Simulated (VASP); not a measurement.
# BP (I-4m2) in VASP: notebook

Runs on BP. Level: PBE. Tasks: single point.

All numbers are computed with VASP 6.6.1; they aren't measurements. Logs are shortened: lines on timing, memory, paths and dates and some standing lists are left out, and cuts for length are marked.

**1. The cell of the first run**

It takes space group I-4m2 (No. 119, tetragonal). Conventional cell: a = 3.466 Å, b = 3.466 Å, c = 4.538 Å, α = 90.00°, β = 90.00°, γ = 90.00°. B (site symmetry -4m2) has 4 P at 2.07 Å within 2.7 Å. P (site symmetry -4m2) has 4 B at 2.07 Å within 2.7 Å.

**2. Single point, PBE (strain +0.080 along x and y, +0.000 along z)**

File INCAR:

```
ALGO = Normal
EDIFF = 1E-6
ENCUT = 520
GGA = PE
ISIF = 2
ISMEAR = 0
LASPH = T
LCHARG = T
LELF = T
LREAL = F
LVHAR = T
LWAVE = F
NBANDS = 11
NELM = 60
PREC = Accurate
SIGMA = 0.05
```

File KPOINTS:

```
k-points
0
Gamma
  10 10 10
```

File POSCAR:

```
BP
1.0
    0.0000000000      2.4505200000      2.2690000000
    2.4505200000      0.0000000000      2.2690000000
    2.4505200000      2.4505200000      0.0000000000
B P
1 1
Direct
    0.0000000000      0.0000000000      0.0000000000
    0.7500000000      0.7500000000      0.7500000000
```

Potentials or basis: VASP PAW PBE potentials, release 64 (B, P).

Command:

```console
$ cat potpaw_PBE.64/B/POTCAR potpaw_PBE.64/P/POTCAR > POTCAR
$ mpirun -np 1 vasp_std > vasp.out
```

OUTCAR:

```text
EDIFF = 1E-6
   ENCUT = 520
   GGA = PE
   ISIF = 2
   ISMEAR = 0
   LASPH = T
   LREAL = F
   NELM = 60
   PREC = Accurate

 ion  position               nearest neighbor table
   1  0.000  0.000  0.000-   2 2.07   2 2.07   2 2.07   2 2.07
   2  0.750  0.750  0.750-   1 2.07   1 2.07   1 2.07   1 2.07

  LATTYP: Found a body centered tetragonal cell.
 ALAT       =     3.4655586189
 C/A-ratio  =     1.3094570022

  Lattice vectors:

 A1 = (   0.0000000000,  -2.4505200000,  -2.2690000000)
 A2 = (   0.0000000000,   2.4505200000,  -2.2690000000)
 A3 = (   2.4505200000,   0.0000000000,   2.2690000000)

Analysis of symmetry for initial positions (statically):
=====================================================================
 Subroutine PRICEL returns:
 Original cell was already a primitive cell.

 Routine SETGRP: Setting up the symmetry group for a
 body centered tetragonal supercell.

 Subroutine GETGRP returns: Found  8 space group operations
 (whereof  8 operations were pure point group operations)
 out of a pool of 16 trial point group operations.

The static configuration has the point symmetry D_2d.

Analysis of symmetry for dynamics (positions and initial velocities):
=====================================================================
 Subroutine PRICEL returns:
 Original cell was already a primitive cell.

 Routine SETGRP: Setting up the symmetry group for a
 body centered tetragonal supercell.

 Subroutine GETGRP returns: Found  8 space group operations
 (whereof  8 operations were pure point group operations)
 out of a pool of 16 trial point group operations.

The dynamic configuration has the point symmetry D_2d.

 Subroutine INISYM returns: Found  8 space group operations
 (whereof  8 operations are pure point group operations),
 and found     1 'primitive' translations

----------------------------------------------------------------------------------------

                                     Primitive cell

  volume of cell :      27.2509

  direct lattice vectors                    reciprocal lattice vectors
     0.000000000  2.450520000  2.269000000    -0.204038327  0.204038327  0.220361393
     2.450520000  0.000000000  2.269000000     0.204038327 -0.204038327  0.220361393
     2.450520000  2.450520000  0.000000000     0.204038327  0.204038327 -0.220361393

  length of vectors
     3.339672030  3.339672030  3.465558619     0.363073575  0.363073575  0.363073575

  position of ions in fractional coordinates (direct lattice)
     0.000000000  0.000000000  0.000000000
     0.750000000  0.750000000  0.750000000
[... 87 lines left out ...]
   PSTRESS=    0.0 pullay stress
   NELECT =       8.0000    total number of electrons
   NUPDOWN=      -1.0000    fix difference up-down
   EMIN   =  10.00;   EMAX   =-10.00  energy-range for DOS
   EFERMI =   0.00;   METHOD = LEGACY
   ISMEAR =     0;   SIGMA  =   0.05  broadening in eV -4-tet -1-fermi 0-gaus
   EFERMI_NEDOS =   21; number of points for ismear=-14 and -15
   IALGO  =     38    algorithm
   IMIX   =      4    mixing-type and parameters
     AMIX     =   0.40;   BMIX     =  1.00
     AMIX_MAG =   1.60;   BMIX_MAG =  1.00
  volume/ion in A,a.u.               =      13.63        91.95
  Fermi-wavevector in a.u.,A,eV,Ry     =   1.088039  2.056096 16.106972  1.183829
  Thomas-Fermi vector in A             =   2.224212
   LORBIT       =      0    0 simple, 1 ext, 2 COOP (PROOUT), +10 PAW based schemes
   GGA     = PE    functional components
   LHFCALC =     F    Hartree Fock is set to
   AEXX    =    0.0000 exact exchange contribution
   IVDW    =     0    specifies the selected vdW correction
   LEPSILON=     F    determine dielectric tensor
   LRPA    =     F    only Hartree local field effects (RPA)
 non-spin polarized calculation
 Gauss-broadening in eV      SIGMA  =   0.05
  energy-cutoff  :      520.00
  volume of cell :       27.25
 maximum number of plane-waves:       756
 NGX is ok and might be reduce to    28
   NGX = 13   NGY = 13   NGZ = 13

 number of electron       8.0000000 magnetization

 Free energy of the ion-electron system (eV)
  ---------------------------------------------------
  ext. energy  EPLUGINS =         0.00000000
  ---------------------------------------------------
  free energy    TOTEN  =       -12.62085359 eV

  energy without entropy =      -12.62085359  energy(sigma->0) =      -12.62085359

 E-fermi :   6.3307     XC(G=0): -10.2626

 val. band max:        6.1370653744   @ k =   0.0000   0.0000   0.0000
 cond. band min:       6.5413659242   @ k =   0.4000   0.4000   0.0000
 fundamental gap:      0.4043005498
 Fermi energy:         6.3307288516

 k-point     1 :       0.0000    0.0000    0.0000
  band No.  band energies     occupation
      1      -8.4392      2.00000
      2       5.5048      2.00000
      3       5.5048      2.00000
      4       6.1371      2.00000
      5       8.6581      0.00000
      6       9.1089      0.00000
      7       9.1089      0.00000
      8      10.7977      0.00000
      9      16.2937      0.00000
     10      16.5569      0.00000
     11      18.1287      0.00000
[... 309 lines left out ...]
 k-point    24 :       0.4000    0.3000    0.0000
  band No.  band energies     occupation
      1      -5.6687      2.00000
      2       0.1599      2.00000
      3       2.0765      2.00000
      4       2.2739      2.00000
      5       7.0352      0.00000
      6       8.9972      0.00000
      7      14.1870      0.00000
      8      14.1894      0.00000
      9      18.4437      0.00000
     10      19.8554      0.00000
     11      21.2557      0.00000

 [... further k-points ...]

------------------------ aborting loop because EDIFF is reached ----------------------------------------

  FORCE on cell =-STRESS in cart. coord.  units (eV):
  Direction    XX          YY          ZZ          XY          YZ          ZX
  --------------------------------------------------------------------------------------
  -------------------------------------------------------------------------------------
  Total       -3.9784751     -3.9784751     -1.2393201      0.0000000      0.0000000      0.0000000
  in kB     -233.9086238   -233.9086238    -72.8640115      0.0000000      0.0000000      0.0000000
  external PRESSURE =    -180.2270864 kB  Pullay stress =       0.0000000 kB

 VOLUME and BASIS-vectors are now :
 -----------------------------------------------------------------------------
  energy-cutoff  :      520.00
  volume of cell :       27.25
      direct lattice vectors                 reciprocal lattice vectors
     0.000000000  2.450520000  2.269000000    -0.204038327  0.204038327  0.220361393
     2.450520000  0.000000000  2.269000000     0.204038327 -0.204038327  0.220361393
     2.450520000  2.450520000  0.000000000     0.204038327  0.204038327 -0.220361393

 POSITION                                       TOTAL-FORCE (eV/Angst)
 -----------------------------------------------------------------------------------
      0.00000      0.00000      0.00000        -0.000000      0.000000     -0.000000
      3.67578      3.67578      3.40350         0.000000     -0.000000      0.000000
 -----------------------------------------------------------------------------------
    total drift:                               -0.000000     -0.000000      0.000000

  FREE ENERGIE OF THE ION-ELECTRON SYSTEM (eV)
  ---------------------------------------------------
  free  energy   TOTEN  =       -12.6208535934 eV

  energy  without entropy=      -12.6208535934  energy(sigma->0) =      -12.62085359
```

stdout:

```text
POSCAR found type information on POSCAR B P
 POSCAR found :  2 types and       2 ions
 scaLAPACK will be used
 LDA part: xc-table for (Slater+PW92), standard interpolation
 POSCAR, INCAR and KPOINTS ok, starting setup
 FFT: planning ... GRIDC
 FFT: planning ... GRID_SOFT
 FFT: planning ... GRID
 WAVECAR not read
 entering main loop
```

Wall time 19 s (1 thread of Intel Xeon Platinum 8488C (Sapphire Rapids), shared host); peak memory 0.17 GiB.

What came out:

| Property | Result |
| --- | --- |
| Free energy | -12.6209 eV |
| Pressure | -18.0 GPa |
| Band gap on the k mesh | 0.40 eV, indirect (least direct gap 2.52 eV) |

Caveat: the cell differs from its parent crystal (strain +0.080 along x and y, +0.000 along z). A k mesh can miss the band edges.

**3. Single point, PBE (strain +0.080 along x and y, +0.040 along z)**

File INCAR:

```
PREC = Accurate
ENCUT = 520
EDIFF = 1E-7
ISMEAR = 0
SIGMA = 0.05
LREAL = F
LASPH = T
NELM = 80
ALGO = Normal
ISIF = 2
LWAVE = F
LCHARG = T
GGA = PE
LELF = T
LVHAR = T
NBANDS = 11
```

File KPOINTS:

```
Automatic mesh
0
Gamma
  10 10 10
```

File POSCAR:

```
BP
1.0
    0.0000000000      2.4505200000      2.3597600000
    2.4505200000      0.0000000000      2.3597600000
    2.4505200000      2.4505200000      0.0000000000
B P
1 1
Direct
    0.0000000000      0.0000000000      0.0000000000
    0.7500000000      0.7500000000      0.7500000000
```

Potentials or basis: VASP PAW PBE potentials, release 64 (B, P).

Command:

```console
$ cat potpaw_PBE.64/B/POTCAR potpaw_PBE.64/P/POTCAR > POTCAR
$ mpirun -np 1 vasp_std > vasp.out
```

It took 20 s on 1 thread of Intel Xeon Platinum 8488C (Sapphire Rapids), shared host; peak memory 0.17 GiB.

It converged, with:

- Free energy: -12.5424 eV
- Pressure: -21.1 GPa
- Band gap on the k mesh: 0.98 eV, indirect (least direct gap 2.83 eV)

Stress tensor (GPa, compression positive):
```
-23.74   0.00   0.00
  0.00 -23.74   0.00
  0.00   0.00 -15.76
```

Levels at points of the mesh, in eV from the valence-band top:
| k point | band 1 | band 2 | band 3 | band 4 | band 5 | band 6 | band 7 | band 8 | band 9 |
| --- | --- | --- | --- | --- | --- | --- | --- | --- | --- |
| (0.00, 0.00, 0.00) | -14.05 | -0.32 | -0.32 | 0.00 | 2.83 | 3.04 | 3.04 | 4.41 | 10.15 |
| (0.50, 0.00, 0.00) | -11.41 | -7.95 | -1.91 | -1.53 | 2.42 | 4.23 | 4.56 | 9.21 | 12.72 |
| (0.50, 0.50, 0.00) | -9.99 | -7.66 | -3.86 | -3.86 | 1.19 | 1.35 | 10.19 | 10.19 | 13.10 |
| (0.50, 0.00, 0.50) | -10.26 | -7.94 | -3.56 | -3.50 | 1.58 | 1.78 | 9.88 | 10.34 | 12.70 |

Caveat: the cell differs from its parent crystal (strain +0.080 along x and y, +0.040 along z). A k mesh can miss the band edges.
